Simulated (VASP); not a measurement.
# PbSe (Fm-3m) in VASP: a series of runs

PbSe is run at these levels: LDA, PBE; tasks: single point.

Program: VASP 6.6.1. These are calculated values, not measurements. Logs are shortened: lines on timing, memory, paths and dates and some standing lists are left out, and cuts for length are marked.

### Step 1. The cell of the first run

Symmetry: Fm-3m, No. 225, cubic system. The conventional cell has a = 6.177 Å, b = 6.177 Å, c = 6.177 Å, α = 90.00°, β = 90.00°, γ = 90.00°. Within 4.1 Å of Pb (site symmetry m-3m) lie 6 Se at 3.09 Å. Se (site symmetry m-3m) has 6 Pb at 3.09 Å within 4.1 Å.

### Step 2. Single point, LDA

File INCAR:

```
  ALGO = Normal
  EDIFF = 1E-6
  ENCUT = 520
  ISIF = 2
  ISMEAR = 0
  LASPH = True
  LCHARG = False
  LREAL = False
  LWAVE = False
  NBANDS = 17
  NELM = 60
  PREC = Accurate
  SIGMA = 0.01
```

File KPOINTS:

```
k-points
0
Gamma
  4 4 4
```

File POSCAR:

```
PbSe
1.0
    0.0000000000      3.0887022205      3.0887022205
    3.0887022205      0.0000000000      3.0887022205
    3.0887022205      3.0887022205      0.0000000000
Pb Se
1 1
Direct
    0.0000000000      0.0000000000      0.0000000000
    0.5000000000      0.5000000000      0.5000000000
```

Potentials or basis: VASP PAW LDA potentials, release 64 (Pb_d, Se).

Run with:

```bash
> cat potpaw_LDA.64/Pb_d/POTCAR potpaw_LDA.64/Se/POTCAR > POTCAR
> mpirun -np 1 vasp_std > vasp.out
```

OUTCAR:

```text
EDIFF = 1E-6
   ENCUT = 520
   ISIF = 2
   ISMEAR = 0
   LASPH = True
   LREAL = False
   NELM = 60
   PREC = Accurate

 ion  position               nearest neighbor table
   1  0.000  0.000  0.000-   2 3.09   2 3.09   2 3.09   2 3.09   2 3.09   2 3.09
   2  0.500  0.500  0.500-   1 3.09   1 3.09   1 3.09   1 3.09   1 3.09   1 3.09

  LATTYP: Found a face centered cubic cell.
 ALAT       =     6.1774044410

  Lattice vectors:

 A1 = (   0.0000000000,   3.0887022205,   3.0887022205)
 A2 = (   3.0887022205,   0.0000000000,   3.0887022205)
 A3 = (   3.0887022205,   3.0887022205,   0.0000000000)

Analysis of symmetry for initial positions (statically):
=====================================================================
 Subroutine PRICEL returns:
 Original cell was already a primitive cell.

 Routine SETGRP: Setting up the symmetry group for a
 face centered cubic supercell.

 Subroutine GETGRP returns: Found 48 space group operations
 (whereof 48 operations were pure point group operations)
 out of a pool of 48 trial point group operations.

The static configuration has the point symmetry O_h .

Analysis of symmetry for dynamics (positions and initial velocities):
=====================================================================
 Subroutine PRICEL returns:
 Original cell was already a primitive cell.

 Routine SETGRP: Setting up the symmetry group for a
 face centered cubic supercell.

 Subroutine GETGRP returns: Found 48 space group operations
 (whereof 48 operations were pure point group operations)
 out of a pool of 48 trial point group operations.

The dynamic configuration has the point symmetry O_h .

 Subroutine INISYM returns: Found 48 space group operations
 (whereof 48 operations are pure point group operations),
 and found     1 'primitive' translations

----------------------------------------------------------------------------------------

                                     Primitive cell

  volume of cell :      58.9329

  direct lattice vectors                    reciprocal lattice vectors
     0.000000000  3.088702221  3.088702221    -0.161880286  0.161880286  0.161880286
     3.088702221  0.000000000  3.088702221     0.161880286 -0.161880286  0.161880286
     3.088702221  3.088702221  0.000000000     0.161880286  0.161880286 -0.161880286

  length of vectors
     4.368084570  4.368084570  4.368084570     0.280384881  0.280384881  0.280384881

  position of ions in fractional coordinates (direct lattice)
     0.000000000  0.000000000  0.000000000
     0.500000000  0.500000000  0.500000000

  ion indices of the primitive-cell ions
   primitive index   ion index
                 1           1
                 2           2

----------------------------------------------------------------------------------------

 KPOINTS: k-points

Automatic generation of k-mesh.
 Grid dimensions read from file:
 generate k-points for:    4    4    4

 Generating k-lattice:

  Cartesian coordinates                     Fractional coordinates (reciprocal lattice)
    -0.040470072  0.040470072  0.040470072     0.250000000  0.000000000  0.000000000
     0.040470072 -0.040470072  0.040470072     0.000000000  0.250000000  0.000000000
     0.040470072  0.040470072 -0.040470072     0.000000000  0.000000000  0.250000000

  Length of vectors
     0.070096220  0.070096220  0.070096220

  Shift w.r.t. Gamma in fractional coordinates (k-lattice)
     0.000000000  0.000000000  0.000000000

 Subroutine IBZKPT returns following result:
 ===========================================

 Found      8 irreducible k-points:

 Following reciprocal coordinates:
            Coordinates               Weight
  0.000000  0.000000  0.000000      1.000000
  0.250000  0.000000  0.000000      8.000000
  0.500000  0.000000  0.000000      4.000000
  0.250000  0.250000  0.000000      6.000000
  0.500000  0.250000  0.000000     24.000000
 -0.250000  0.250000  0.000000     12.000000
  0.500000  0.500000  0.000000      3.000000
 -0.250000  0.500000  0.250000      6.000000
   k-points           NKPTS =      8   k-points in BZ     NKDIM =      8   number of bands    NBANDS=     17
   number of dos      NEDOS =    301   number of ions     NIONS =      2
   total plane-waves  NPLWV =  32768
   dimension x,y,z NGX =    32 NGY =   32 NGZ =   32
   dimension x,y,z NGXF=    64 NGYF=   64 NGZF=   64
   ions per type =               1   1
   NGX,Y,Z   is equivalent  to a cutoff of  12.18, 12.18, 12.18 a.u.
   NGXF,Y,Z  is equivalent  to a cutoff of  24.36, 24.36, 24.36 a.u.
 SYSTEM =  unknown system
   PREC   = accura    normal or accurate (medium, high low for compatibility)
   ISTART =      0    job   : 0-new  1-cont  2-samecut
   ICHARG =      2    charge: 1-file 2-atom 10-const
   ISPIN  =      1    spin polarized calculation?
   LNONCOLLINEAR =      F non collinear calculations
   LSORBIT =      F    spin-orbit coupling
   LASPH  =      T    aspherical Exc in radial PAW
   ENCUT  =  520.0 eV  38.22 Ry    6.18 a.u.   8.12  8.12  8.12*2*pi/ulx,y,z
   NELM   =     60;   NELMIN=  2; NELMDL= -5     # of ELM steps
   EDIFF  = 0.1E-05   stopping-criterion for ELM
   LREAL  =      F    real-space projection
   EDIFFG = 0.1E-04   stopping-criterion for IOM
   NSW    =      0    number of steps for IOM
   IBRION =     -1    ionic relax: 0-MD 1-quasi-New 2-CG
   NFREE  =      0    steps in history (QN), initial steepest desc. (CG)
   ISIF   =      2    stress and relaxation
   ISYM   =      2    0-nonsym 1-usesym 2-fastsym
   POTIM  = 0.5000    time-step for ionic-motion
   TEBEG  =    0.0;   TEEND  =   0.0 temperature during run
   PSTRESS=    0.0 pullay stress
   NELECT =      20.0000    total number of electrons
   NUPDOWN=      -1.0000    fix difference up-down
   EMIN   =  10.00;   EMAX   =-10.00  energy-range for DOS
   EFERMI =   0.00;   METHOD = LEGACY
   ISMEAR =     0;   SIGMA  =   0.01  broadening in eV -4-tet -1-fermi 0-gaus
   EFERMI_NEDOS =   21; number of points for ismear=-14 and -15
   IALGO  =     38    algorithm
   IMIX   =      4    mixing-type and parameters
     AMIX     =   0.40;   BMIX     =  1.00
     AMIX_MAG =   1.60;   BMIX_MAG =  1.00
  volume/ion in A,a.u.               =      29.47       198.85
  Fermi-wavevector in a.u.,A,eV,Ry     =   1.141911  2.157898 17.741452  1.303960
  Thomas-Fermi vector in A             =   2.278610
   LORBIT       =      0    0 simple, 1 ext, 2 COOP (PROOUT), +10 PAW based schemes
   GGA     = CA    functional components
   LHFCALC =     F    Hartree Fock is set to
   AEXX    =    0.0000 exact exchange contribution
   IVDW    =     0    specifies the selected vdW correction
   LEPSILON=     F    determine dielectric tensor
   LRPA    =     F    only Hartree local field effects (RPA)
 non-spin polarized calculation
 Gauss-broadening in eV      SIGMA  =   0.01
  energy-cutoff  :      520.00
  volume of cell :       58.93
 maximum number of plane-waves:      1604
   NGX = 17   NGY = 17   NGZ = 17

 number of electron      19.9999993 magnetization

 Free energy of the ion-electron system (eV)
  ---------------------------------------------------
  ext. energy  EPLUGINS =         0.00000000
  ---------------------------------------------------
  free energy    TOTEN  =        -9.40957188 eV

  energy without entropy =       -9.40957188  energy(sigma->0) =       -9.40957188

 E-fermi :   4.6558     XC(G=0):  -9.7250

 val. band max:        4.5460446444   @ k =   0.5000   0.0000   0.0000
 cond. band min:       4.7946382557   @ k =   0.5000   0.0000   0.0000
 fundamental gap:      0.2485936113
 Fermi energy:         4.6558101730

 k-point     1 :       0.0000    0.0000    0.0000
  band No.  band energies     occupation
      1     -12.1657      2.00000
      2     -12.1657      2.00000
      3     -12.1648      2.00000
      4     -12.1648      2.00000
      5     -12.1648      2.00000
      6      -8.8207      2.00000
[... 9 lines left out ...]
     16      11.0991      0.00000
     17      12.6758      0.00000

 k-point     2 :       0.2500    0.0000    0.0000
  band No.  band energies     occupation
      1     -12.1764      2.00000
      2     -12.1764      2.00000
      3     -12.1631      2.00000
      4     -12.1498      2.00000
      5     -12.1498      2.00000
      6      -8.3980      2.00000
[... 9 lines left out ...]
     16      12.2834      0.00000
     17      15.5195      0.00000

 k-point     3 :       0.5000    0.0000    0.0000
  band No.  band energies     occupation
      1     -12.1872      2.00000
      2     -12.1872      2.00000
      3     -12.1618      2.00000
      4     -12.1346      2.00000
      5     -12.1346      2.00000
      6      -7.8107      2.00000
[... 9 lines left out ...]
     16      14.7285      0.00000
     17      14.7285      0.00000

 k-point     4 :       0.2500    0.2500    0.0000
  band No.  band energies     occupation
      1     -12.2079      2.00000
      2     -12.1731      2.00000
      3     -12.1569      2.00000
      4     -12.1448      2.00000
      5     -12.1448      2.00000
      6      -8.2443      2.00000
[... 9 lines left out ...]
     16      14.0907      0.00000
     17      14.0913      0.00000

 k-point     5 :       0.5000    0.2500    0.0000
  band No.  band energies     occupation
      1     -12.2304      2.00000
      2     -12.1663      2.00000
      3     -12.1656      2.00000
      4     -12.1385      2.00000
      5     -12.1306      2.00000
      6      -7.6553      2.00000
[... 9 lines left out ...]
     16      15.2579      0.00000
     17      15.7975      0.00000

 k-point     6 :      -0.2500    0.2500    0.0000
  band No.  band energies     occupation
      1     -12.1994      2.00000
      2     -12.1782      2.00000
      3     -12.1548      2.00000
      4     -12.1449      2.00000
      5     -12.1433      2.00000
      6      -7.8577      2.00000
[... 9 lines left out ...]
     16      13.9569      0.00000
     17      14.8439      0.00000

 k-point     7 :       0.5000    0.5000    0.0000
  band No.  band energies     occupation
      1     -12.2783      2.00000
      2     -12.1815      2.00000
      3     -12.1482      2.00000
      4     -12.1236      2.00000
      5     -12.1236      2.00000
      6      -7.4776      2.00000
[... 9 lines left out ...]
     16      15.9154      0.00000
     17      17.2108      0.00000

 k-point     8 :      -0.2500    0.5000    0.2500
  band No.  band energies     occupation
      1     -12.2462      2.00000
      2     -12.1655      2.00000
      3     -12.1533      2.00000
      4     -12.1533      2.00000
      5     -12.1236      2.00000
      6      -7.4473      2.00000
[... 9 lines left out ...]
     16      16.2071      0.00000
     17      17.1172      0.00000

------------------------ aborting loop because EDIFF is reached ----------------------------------------

  FORCE on cell =-STRESS in cart. coord.  units (eV):
  Direction    XX          YY          ZZ          XY          YZ          ZX
  --------------------------------------------------------------------------------------
  -------------------------------------------------------------------------------------
  Total       -1.2059318     -1.2059318     -1.2059318     -0.0000000     -0.0000000      0.0000000
  in kB      -32.7850017    -32.7850017    -32.7850017     -0.0000000     -0.0000000      0.0000000
  external PRESSURE =     -32.7850017 kB  Pullay stress =       0.0000000 kB

 VOLUME and BASIS-vectors are now :
 -----------------------------------------------------------------------------
  energy-cutoff  :      520.00
  volume of cell :       58.93
      direct lattice vectors                 reciprocal lattice vectors
     0.000000000  3.088702221  3.088702221    -0.161880286  0.161880286  0.161880286
     3.088702221  0.000000000  3.088702221     0.161880286 -0.161880286  0.161880286
     3.088702221  3.088702221  0.000000000     0.161880286  0.161880286 -0.161880286

 POSITION                                       TOTAL-FORCE (eV/Angst)
 -----------------------------------------------------------------------------------
      0.00000      0.00000      0.00000         0.000000      0.000000      0.000000
      3.08870      3.08870      3.08870        -0.000000     -0.000000     -0.000000
 -----------------------------------------------------------------------------------
    total drift:                                0.000000     -0.000000     -0.000000

  FREE ENERGIE OF THE ION-ELECTRON SYSTEM (eV)
  ---------------------------------------------------
  free  energy   TOTEN  =        -9.4095718840 eV

  energy  without entropy=       -9.4095718840  energy(sigma->0) =       -9.40957188
```

Run time: 5.8 s. Hardware: 1 thread of Intel Xeon Platinum 8259CL at 2.50GHz (Skylake/Cascade Lake), shared host; peak memory 0.15 GiB.

What came out:

```yaml
Free_energy: -9.4096 eV
Pressure: -3.3 GPa
Band_gap_on_the_k_mesh: 0.25 eV
```

Caveat: the k points lie up to 0.44 Å⁻¹ apart; spin-orbit coupling is left out, which moves the levels of the heavy elements. A k mesh can miss the band edges.

### Step 3. Single point, PBE

File INCAR:

```
PREC     = Accurate       # precision mode
ENCUT    = 520            # plane-wave cutoff, eV
EDIFF    = 1E-6           # SCF threshold, eV
ISMEAR   = 0              # smearing method
SIGMA    = 0.01           # smearing width, eV
LREAL    = False          # projectors in reciprocal space
LASPH    = True           # aspherical terms in the spheres
NELM     = 100            # most SCF steps
ALGO     = Normal         # electronic algorithm
ISIF     = 2              # what is computed and relaxed
LWAVE    = False          # write WAVECAR
LCHARG   = False          # write CHGCAR
GGA      = PE             # functional
NBANDS   = 17             # bands
```

File KPOINTS:

```
Automatic mesh
0
Gamma
  4 4 4
```

POSCAR is that of step 2.

Potentials or basis: VASP PAW PBE potentials, release 64 (Pb_d, Se).

Run with:

```bash
> cat potpaw_PBE.64/Pb_d/POTCAR potpaw_PBE.64/Se/POTCAR > POTCAR
> mpirun -np 1 vasp_std > vasp.out
```

OUTCAR:

```text
PREC = Accurate
   ENCUT = 520
   EDIFF = 1E-6
   ISMEAR = 0
   LREAL = False
   LASPH = True
   NELM = 100
   ISIF = 2
   GGA = PE

 ion  position               nearest neighbor table
   1  0.000  0.000  0.000-   2 3.09   2 3.09   2 3.09   2 3.09   2 3.09   2 3.09
   2  0.500  0.500  0.500-   1 3.09   1 3.09   1 3.09   1 3.09   1 3.09   1 3.09

  LATTYP: Found a face centered cubic cell.
 ALAT       =     6.1774044410

  Lattice vectors:

 A1 = (   0.0000000000,   3.0887022205,   3.0887022205)
[... 327 lines left out ...]
------------------------ aborting loop because EDIFF is reached ----------------------------------------

  FORCE on cell =-STRESS in cart. coord.  units (eV):
  Direction    XX          YY          ZZ          XY          YZ          ZX
  --------------------------------------------------------------------------------------
  -------------------------------------------------------------------------------------
  Total        0.3445952      0.3445952      0.3445952     -0.0000000     -0.0000000     -0.0000000
  in kB        9.3683184      9.3683184      9.3683184     -0.0000000     -0.0000000     -0.0000000
  external PRESSURE =       9.3683184 kB  Pullay stress =       0.0000000 kB

 VOLUME and BASIS-vectors are now :
 -----------------------------------------------------------------------------
  energy-cutoff  :      520.00
  volume of cell :       58.93
      direct lattice vectors                 reciprocal lattice vectors
     0.000000000  3.088702221  3.088702221    -0.161880286  0.161880286  0.161880286
     3.088702221  0.000000000  3.088702221     0.161880286 -0.161880286  0.161880286
     3.088702221  3.088702221  0.000000000     0.161880286  0.161880286 -0.161880286

 POSITION                                       TOTAL-FORCE (eV/Angst)
 -----------------------------------------------------------------------------------
      0.00000      0.00000      0.00000         0.000000      0.000000      0.000000
      3.08870      3.08870      3.08870         0.000000      0.000000     -0.000000
 -----------------------------------------------------------------------------------
    total drift:                                0.000000     -0.000000     -0.000000

  FREE ENERGIE OF THE ION-ELECTRON SYSTEM (eV)
  ---------------------------------------------------
  free  energy   TOTEN  =        -8.1853707909 eV

  energy  without entropy=       -8.1853707909  energy(sigma->0) =       -8.18537079
```

OSZICAR:

```text
N       E                     dE             d eps       ncg     rms          rms(c)
DAV:   1     0.161889050241E+03    0.16189E+03   -0.95148E+03   272   0.119E+03
DAV:   2     0.351637260803E+01   -0.15837E+03   -0.15287E+03   273   0.305E+02
DAV:   3    -0.824087453154E+01   -0.11757E+02   -0.11682E+02   386   0.896E+01
DAV:   4    -0.848359881778E+01   -0.24272E+00   -0.24264E+00   320   0.151E+01
DAV:   5    -0.849244438589E+01   -0.88456E-02   -0.88452E-02   388   0.278E+00    0.272E+00
DAV:   6    -0.818695830416E+01    0.30549E+00   -0.79264E-01   420   0.579E+00    0.151E+00
DAV:   7    -0.818238000913E+01    0.45783E-02   -0.12206E-01   324   0.165E+00    0.852E-01
DAV:   8    -0.818581966824E+01   -0.34397E-02   -0.14168E-02   352   0.127E+00    0.194E-01
DAV:   9    -0.818527844719E+01    0.54122E-03   -0.30107E-03   399   0.505E-01    0.552E-02
DAV:  10    -0.818536460836E+01   -0.86161E-04   -0.22995E-04   305   0.865E-02    0.204E-02
DAV:  11    -0.818537056940E+01   -0.59610E-05   -0.50971E-05   366   0.708E-02    0.625E-03
DAV:  12    -0.818537079091E+01   -0.22151E-06   -0.29950E-06   323   0.135E-02
   1 F= -.81853708E+01 E0= -.81853708E+01  d E =-.382984E-24
```

stdout:

```text
POSCAR found type information on POSCAR PbSe
 POSCAR found :  2 types and       2 ions
 scaLAPACK will be used
 LDA part: xc-table for (Slater+PW92), standard interpolation
 POSCAR, INCAR and KPOINTS ok, starting setup
 FFT: planning ... GRIDC
 FFT: planning ... GRID_SOFT
 FFT: planning ... GRID
 WAVECAR not read
 entering main loop
```

It took 8.6 s on 1 thread of Intel Xeon Platinum 8259CL at 2.50GHz (Skylake/Cascade Lake), shared host; peak memory 0.17 GiB.

What came out:

| Quantity | Value |
| --- | --- |
| Free energy | -8.1854 eV |
| Pressure | 0.9 GPa |
| Band gap on the k mesh | 0.38 eV |

Levels at points of the mesh, in eV from the valence-band top:
```tsv
k point	band 6	band 7	band 8	band 9	band 10	band 11	band 12	band 13	band 14	band 15
(0.00, 0.00, 0.00)	-13.34	-6.33	-1.73	-1.73	-1.73	4.67	4.67	4.67	6.60	6.60
(0.50, 0.00, 0.00)	-12.34	-8.63	-1.34	-1.34	0.00	0.38	1.78	1.78	8.53	10.13
(0.50, 0.50, 0.00)	-12.01	-7.32	-4.74	-3.04	-3.04	3.83	5.53	5.53	5.95	11.26
```

Caveat: the k points lie up to 0.44 Å⁻¹ apart; spin-orbit coupling is left out, which moves the levels of the heavy elements. A k mesh can miss the band edges.

### Step 4. Single point, PBE

File INCAR:

```
SYSTEM = PbSe
  PREC = Accurate
  ENCUT = 520
  EDIFF = 1E-6
  ISMEAR = 0
  SIGMA = 0.01
  LREAL = .False.
  LASPH = .True.
  NELM = 60
  ALGO = Normal
  ISIF = 2
  LWAVE = .False.
  LCHARG = .False.
  GGA = PE
  NBANDS = 17
```

File KPOINTS:

```
regular mesh
0
Gamma
  4 4 4
  0 0 0
```

POSCAR is that of step 3.

Run with:

```bash
> cat potpaw_PBE.64/Pb_d/POTCAR potpaw_PBE.64/Se/POTCAR > POTCAR
> mpirun -np 1 vasp_std > vasp.out
```

It took 8.7 s on 1 thread of Intel Xeon Platinum 8259CL at 2.50GHz (Skylake/Cascade Lake), shared host; peak memory 0.17 GiB.

The run converged. Its results:

| Property | Result |
| --- | --- |
| Free energy | -8.1854 eV |
| Pressure | 0.9 GPa |
| Band gap on the k mesh | 0.38 eV |

Levels at points of the mesh, in eV from the valence-band top:
```tsv
k point	band 7	band 8	band 9	band 10	band 11	band 12	band 13	band 14
(0.00, 0.00, 0.00)	-6.33	-1.73	-1.73	-1.73	4.67	4.67	4.67	6.60
(0.50, 0.00, 0.00)	-8.63	-1.34	-1.34	0.00	0.38	1.78	1.78	8.53
(0.50, 0.50, 0.00)	-7.32	-4.74	-3.04	-3.04	3.83	5.53	5.53	5.95
```

Caveat: the k points lie up to 0.44 Å⁻¹ apart; spin-orbit coupling is left out, which moves the levels of the heavy elements. A k mesh can miss the band edges.

(Part 1 of 2 ends here.)
